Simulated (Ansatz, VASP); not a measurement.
Ag: VASP beside Ansatz

File INCAR:

```
SYSTEM = Ag
PREC = Accurate
ENCUT = 500
EDIFF = 1E-6
ISMEAR = 0
SIGMA = 0.1
LREAL = .False.
LASPH = .True.
NELM = 120
ALGO = Normal
ISIF = 2
LWAVE = .False.
LCHARG = .False.
GGA = PE
NBANDS = 18
GGA_COMPAT = .False.
```

KPOINTS

```
regular mesh
0
Gamma
  6 6 6
  0 0 0
```

POSCAR

```
Ag
1.0
    1.7811574777      1.0283517492      3.3029429939
   -1.7811574777      1.0283517492      3.3029429939
    0.0000000000     -2.0567034984      3.3029429939
Ag
2
Direct
    0.2275400000      0.2275400000      0.2275400000
    0.7724600000      0.7724600000      0.7724600000
```

Input for Ansatz:

```yaml
crystal:
  lattice:
    - [1.7811574777, 1.0283517492, 3.3029429939]
    - [-1.7811574777, 1.0283517492, 3.3029429939]
    - [0.0, -2.0567034984, 3.3029429939]
  atoms:
    - { symbol: Ag, position: [0.22754, 0.22754, 0.22754] }
    - { symbol: Ag, position: [0.77246, 0.77246, 0.77246] }
basis:
  ecutwfc: 420
kpoints:
  mp_grid: { grid: [6, 6, 6] }
hamiltonian:
  xc: pbe
scf:
  occupations: { method: gaussian, width: 0.1 }
  lower_state_search: "off"
output:
  forces: true
  stress: true
  eigenvalues: true
```

Alike in both runs: task single point; functional PBE; k mesh 6 × 6 × 6; occupations gaussian, width 0.1 eV; no spin polarisation.

|  | VASP | Ansatz |
| --- | --- | --- |
| version | VASP 6.6.1 | Ansatz 0.2.0 |
| potentials or method | VASP PAW PBE potentials, release 64 (Ag), cutoff 500 eV | scalar-relativistic, plane waves, PAW |
| valence electrons in the cell | 22 | 38 |

```tsv
	VASP	Ansatz	Ansatz less VASP
gap on the k mesh at the Fermi level (eV)	none	none	-
pressure (GPa)	26.5	26.9	+0.41
traceless stress, the component that is largest in VASP (GPa)	-4.61	-4.70	-0.083
rms of the force components (eV/Å)	2.589	2.620	+0.0309
```

Atom by atom the forces differ by 0.031 eV/Å (rms over components). A gap of «none» marks a metal or a gap that the smearing closes. With one functional, cell and mesh, what is left measures potentials, basis and numerics. VASP's potentials hold 22 valence electrons a cell and Ansatz's 38, so a difference there can come from the potentials and not from the codes.
